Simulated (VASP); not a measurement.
# GeN (Cmm2) in VASP: single point with PBE

Aim: the single point of GeN with PBE.

Everything below comes from runs of VASP 6.6.1. Logs are shortened: lines on timing, memory, paths and dates and some standing lists are left out, and cuts for length are marked.

### Step 1. The cell of the first run

The typed cell holds 2 atoms: a = 2.878 Å, b = 2.878 Å, c = 3.361 Å, α = 90.00°, β = 90.00°, γ = 89.99°.

The cell was built from a structure type or drawn by symmetry, and may not be a known phase.

### Step 2. Single point, PBE

INCAR

```
ALGO = Normal ; EDIFF = 1E-6
ENCUT = 600 ; GGA = PE
GGA_COMPAT = False ; ISIF = 2
ISMEAR = 0 ; LASPH = True
LCHARG = True ; LELF = True
LREAL = False ; LVHAR = True
LWAVE = False ; NBANDS = 16
NELM = 120 ; PREC = Accurate
SIGMA = 0.2
```

KPOINTS

```
k-points
0
Gamma
  7 7 4
```

POSCAR

```
GeN
1.0
    2.0351330625     -2.0347148809      0.0000000000
    2.0351330625      2.0347148809      0.0000000000
    0.0000000000      0.0000000000      3.3607299918
Ge N
1 1
Direct
    0.0000000000      0.0000000000     -0.2276878716
    0.5000000000      0.5000000000      0.7717665516
```

Potentials or basis: VASP PAW PBE potentials, release 64 (Ge_d, N).

Run with:

```console
cat potpaw_PBE.64/Ge_d/POTCAR potpaw_PBE.64/N/POTCAR > POTCAR
mpirun -np 1 vasp_std > vasp.out
```

OUTCAR:

```text
EDIFF = 1E-6
   ENCUT = 600
   GGA = PE
   ISIF = 2
   ISMEAR = 0
   LASPH = True
   LREAL = False
   NELM = 120
   PREC = Accurate

 ion  position               nearest neighbor table
   1  0.000  0.000  0.772-   2 2.03   2 2.03   2 2.04   2 2.04
   2  0.500  0.500  0.772-   1 2.03   1 2.03   1 2.04   1 2.04

  LATTYP: Found a base centered orthorhombic cell.
 ALAT       =     4.0694297618
 B/A-ratio  =     1.0002055234
 C/A-ratio  =     0.8258478923

  Lattice vectors:

 A1 = (  -2.0351330625,  -2.0347148809,   0.0000000000)
 A2 = (   2.0351330625,  -2.0347148809,   0.0000000000)
 A3 = (   0.0000000000,   0.0000000000,   3.3607299918)

Analysis of symmetry for initial positions (statically):
=====================================================================
 Subroutine PRICEL returns:
 Original cell was already a primitive cell.

 Routine SETGRP: Setting up the symmetry group for a
 base centered orthorhombic supercell.

 Subroutine GETGRP returns: Found  4 space group operations
 (whereof  4 operations were pure point group operations)
 out of a pool of  8 trial point group operations.

The static configuration has the point symmetry C_2v.

Analysis of symmetry for dynamics (positions and initial velocities):
=====================================================================
 Subroutine PRICEL returns:
 Original cell was already a primitive cell.

 Routine SETGRP: Setting up the symmetry group for a
 base centered orthorhombic supercell.

 Subroutine GETGRP returns: Found  4 space group operations
 (whereof  4 operations were pure point group operations)
 out of a pool of  8 trial point group operations.

The dynamic configuration has the point symmetry C_2v.

 Subroutine INISYM returns: Found  4 space group operations
 (whereof  4 operations are pure point group operations),
 and found     1 'primitive' translations

----------------------------------------------------------------------------------------

                                     Primitive cell

  volume of cell :      27.8330

  direct lattice vectors                    reciprocal lattice vectors
     2.035133062 -2.034714881  0.000000000     0.245684181 -0.245734675  0.000000000
     2.035133062  2.034714881  0.000000000     0.245684181  0.245734675  0.000000000
     0.000000000  0.000000000  3.360729992     0.000000000  0.000000000  0.297554401

  length of vectors
     2.877817094  2.877817094  3.360729992     0.347485607  0.347485607  0.297554401

  position of ions in fractional coordinates (direct lattice)
     0.000000000  0.000000000  0.772312128
     0.500000000  0.500000000  0.771766552

  ion indices of the primitive-cell ions
   primitive index   ion index
                 1           1
                 2           2

----------------------------------------------------------------------------------------

 KPOINTS: k-points

Automatic generation of k-mesh.
 Grid dimensions read from file:
 generate k-points for:    7    7    4

 Generating k-lattice:

  Cartesian coordinates                     Fractional coordinates (reciprocal lattice)
     0.035097740 -0.035104954  0.000000000     0.142857143  0.000000000  0.000000000
     0.035097740  0.035104954  0.000000000     0.000000000  0.142857143  0.000000000
     0.000000000  0.000000000  0.074388600     0.000000000  0.000000000  0.250000000

  Length of vectors
     0.049640801  0.049640801  0.074388600

  Shift w.r.t. Gamma in fractional coordinates (k-lattice)
     0.000000000  0.000000000  0.000000000

 Subroutine IBZKPT returns following result:
 ===========================================

 Found     48 irreducible k-points:

 Following reciprocal coordinates:
            Coordinates               Weight
  0.000000  0.000000  0.000000      1.000000
  0.142857  0.000000  0.000000      4.000000
  0.285714  0.000000  0.000000      4.000000
  0.428571  0.000000  0.000000      4.000000
  0.142857  0.142857  0.000000      2.000000
  0.285714  0.142857  0.000000      4.000000
[... 16 lines left out ...]
  0.428571  0.142857  0.250000      8.000000
 -0.428571  0.142857  0.250000      8.000000
 [... further k-points ...]
   k-points           NKPTS =     48   k-points in BZ     NKDIM =     48   number of bands    NBANDS=     16
   number of dos      NEDOS =    301   number of ions     NIONS =      2
   total plane-waves  NPLWV =  16128
   dimension x,y,z NGX =    24 NGY =   24 NGZ =   28
   dimension x,y,z NGXF=    48 NGYF=   48 NGZF=   56
   ions per type =               1   1
   NGX,Y,Z   is equivalent  to a cutoff of  13.86, 13.86, 13.85 a.u.
   NGXF,Y,Z  is equivalent  to a cutoff of  27.73, 27.73, 27.70 a.u.
 SYSTEM =  unknown system
   PREC   = accura    normal or accurate (medium, high low for compatibility)
   ISTART =      0    job   : 0-new  1-cont  2-samecut
   ICHARG =      2    charge: 1-file 2-atom 10-const
   ISPIN  =      1    spin polarized calculation?
   LNONCOLLINEAR =      F non collinear calculations
   LSORBIT =      F    spin-orbit coupling
   LASPH  =      T    aspherical Exc in radial PAW
   ENCUT  =  600.0 eV  44.10 Ry    6.64 a.u.   5.75  5.75  6.71*2*pi/ulx,y,z
   NELM   =    120;   NELMIN=  2; NELMDL= -5     # of ELM steps
   EDIFF  = 0.1E-05   stopping-criterion for ELM
   LREAL  =      F    real-space projection
   EDIFFG = 0.1E-04   stopping-criterion for IOM
   NSW    =      0    number of steps for IOM
   IBRION =     -1    ionic relax: 0-MD 1-quasi-New 2-CG
   NFREE  =      0    steps in history (QN), initial steepest desc. (CG)
   ISIF   =      2    stress and relaxation
   ISYM   =      2    0-nonsym 1-usesym 2-fastsym
   POTIM  = 0.5000    time-step for ionic-motion
   TEBEG  =    0.0;   TEEND  =   0.0 temperature during run
   PSTRESS=    0.0 pullay stress
   NELECT =      19.0000    total number of electrons
   NUPDOWN=      -1.0000    fix difference up-down
   EMIN   =  10.00;   EMAX   =-10.00  energy-range for DOS
   EFERMI =   0.00;   METHOD = LEGACY
   ISMEAR =     0;   SIGMA  =   0.20  broadening in eV -4-tet -1-fermi 0-gaus
   EFERMI_NEDOS =   21; number of points for ismear=-14 and -15
   IALGO  =     38    algorithm
   IMIX   =      4    mixing-type and parameters
     AMIX     =   0.40;   BMIX     =  1.00
     AMIX_MAG =   1.60;   BMIX_MAG =  1.00
  volume/ion in A,a.u.               =      13.92        93.91
  Fermi-wavevector in a.u.,A,eV,Ry     =   1.441471  2.723986 28.270727  2.077840
  Thomas-Fermi vector in A             =   2.560100
   LORBIT       =      0    0 simple, 1 ext, 2 COOP (PROOUT), +10 PAW based schemes
   GGA     = PE    functional components
   LHFCALC =     F    Hartree Fock is set to
   AEXX    =    0.0000 exact exchange contribution
   IVDW    =     0    specifies the selected vdW correction
   LEPSILON=     F    determine dielectric tensor
   LRPA    =     F    only Hartree local field effects (RPA)
 non-spin polarized calculation
 Gauss-broadening in eV      SIGMA  =   0.20
  energy-cutoff  :      600.00
  volume of cell :       27.83
 maximum number of plane-waves:       945
   NGX = 11   NGY = 11   NGZ = 13

 number of electron      18.9999999 magnetization

 Free energy of the ion-electron system (eV)
  ---------------------------------------------------
  ext. energy  EPLUGINS =         0.00000000
  ---------------------------------------------------
  free energy    TOTEN  =       -11.23474297 eV

  energy without entropy =      -11.21533945  energy(sigma->0) =      -11.22504121

 E-fermi :   5.8014     XC(G=0): -10.8472

 val. band max:        5.7246501913   @ k =  -0.1429   0.1429   0.0000
 cond. band min:       5.8963433658   @ k =   0.4286   0.0000   0.2500
 fundamental gap:      0.1716931744
 Fermi energy:         5.8013909068

 k-point     1 :       0.0000    0.0000    0.0000
  band No.  band energies     occupation
      1     -19.6170      2.00000
      2     -19.5046      2.00000
      3     -19.4261      2.00000
      4     -19.4260      2.00000
      5     -19.3771      2.00000
      6     -11.9623      2.00000
[... 8 lines left out ...]
     15      17.3619      0.00000
     16      24.3197      0.00000

 k-point     2 :       0.1429    0.0000    0.0000
  band No.  band energies     occupation
      1     -19.6010      2.00000
      2     -19.4860      2.00000
      3     -19.4351      2.00000
      4     -19.4252      2.00000
      5     -19.3935      2.00000
      6     -11.6972      2.00000
[... 8 lines left out ...]
     15      17.4375      0.00000
     16      23.6186      0.00000

 k-point     3 :       0.2857    0.0000    0.0000
  band No.  band energies     occupation
      1     -19.5748      2.00000
      2     -19.4553      2.00000
      3     -19.4353      2.00000
      4     -19.4300      2.00000
      5     -19.4234      2.00000
      6     -10.9487      2.00000
[... 8 lines left out ...]
     15      19.6260      0.00000
     16      20.4735      0.00000

 k-point     4 :       0.4286    0.0000    0.0000
  band No.  band energies     occupation
      1     -19.5601      2.00000
      2     -19.4714      2.00000
      3     -19.4590      2.00000
      4     -19.4219      2.00000
      5     -19.3892      2.00000
      6     -10.0287      2.00000
[... 8 lines left out ...]
     15      17.5816      0.00000
     16      22.3504      0.00000
[... 324 lines left out ...]
 k-point    22 :       0.2857    0.1429    0.2500
  band No.  band energies     occupation
      1     -19.5444      2.00000
      2     -19.4588      2.00000
      3     -19.4548      2.00000
      4     -19.4354      2.00000
      5     -19.4212      2.00000
      6     -10.4893      2.00000
[... 8 lines left out ...]
     15      18.3675      0.00000
     16      21.8472      0.00000

 k-point    23 :       0.4286    0.1429    0.2500
  band No.  band energies     occupation
      1     -19.5287      2.00000
      2     -19.4896      2.00000
      3     -19.4752      2.00000
      4     -19.4335      2.00000
      5     -19.3757      2.00000
      6      -9.6059      2.00000
[... 8 lines left out ...]
     15      19.6135      0.00000
     16      21.7401      0.00000

 k-point    24 :      -0.4286    0.1429    0.2500
  band No.  band energies     occupation
      1     -19.5287      2.00000
      2     -19.4895      2.00000
      3     -19.4752      2.00000
      4     -19.4335      2.00000
      5     -19.3757      2.00000
      6      -9.6057      2.00000
[... 8 lines left out ...]
     15      19.6110      0.00000
     16      21.7422      0.00000

 [... further k-points ...]

------------------------ aborting loop because EDIFF is reached ----------------------------------------

  FORCE on cell =-STRESS in cart. coord.  units (eV):
  Direction    XX          YY          ZZ          XY          YZ          ZX
  --------------------------------------------------------------------------------------
  -------------------------------------------------------------------------------------
  Total        0.0452229      0.0491360     -0.1466273      0.0000000      0.0000000      0.0000000
  in kB        2.6032070      2.8284631     -8.4404442      0.0000000      0.0000000      0.0000000
  external PRESSURE =      -1.0029247 kB  Pullay stress =       0.0000000 kB

 VOLUME and BASIS-vectors are now :
 -----------------------------------------------------------------------------
  energy-cutoff  :      600.00
  volume of cell :       27.83
      direct lattice vectors                 reciprocal lattice vectors
     2.035133062 -2.034714881  0.000000000     0.245684181 -0.245734675  0.000000000
     2.035133062  2.034714881  0.000000000     0.245684181  0.245734675  0.000000000
     0.000000000  0.000000000  3.360729992     0.000000000  0.000000000  0.297554401

 POSITION                                       TOTAL-FORCE (eV/Angst)
 -----------------------------------------------------------------------------------
      0.00000      0.00000      2.59553        -0.000000      0.000000     -0.002797
      2.03513      0.00000      2.59370         0.000000      0.000000      0.002797
 -----------------------------------------------------------------------------------
    total drift:                               -0.000000     -0.000000     -0.000243

  FREE ENERGIE OF THE ION-ELECTRON SYSTEM (eV)
  ---------------------------------------------------
  free  energy   TOTEN  =       -11.2347429666 eV

  energy  without entropy=      -11.2153394519  energy(sigma->0) =      -11.22504121
```

It took 35 s on 1 thread of Intel Xeon 8259CL, shared host; peak memory 0.15 GiB.

Results:

| Property | Result |
| --- | --- |
| Free energy | -11.2347 eV |
| Pressure | -0.1 GPa |
| Band gap on the k mesh | zero (an odd number of electrons rules out a gap without spin polarisation) |

Forces on the atoms (eV/Å):
```
Ge   0.000  0.000 -0.003
N    0.000  0.000  0.003
```

Stress tensor (GPa, compression positive):
```
 0.26  0.00  0.00
 0.00  0.28  0.00
 0.00  0.00 -0.84
```

Levels at points of the mesh, in eV from the Fermi level:
| k point | band 6 | band 7 | band 8 | band 9 | band 10 | band 11 | band 12 | band 13 |
| --- | --- | --- | --- | --- | --- | --- | --- | --- |
| (0.00, 0.00, 0.00) | -17.76 | -3.83 | -3.83 | -3.59 | -3.26 | 5.65 | 6.52 | 7.78 |
| (0.00, 0.00, 0.50) | -17.31 | -6.79 | -3.67 | -3.66 | -1.55 | 2.88 | 8.80 | 12.73 |

Caveat: the k points lie up to 0.47 Å⁻¹ apart, too coarse for converged energies and pressures of a metal.
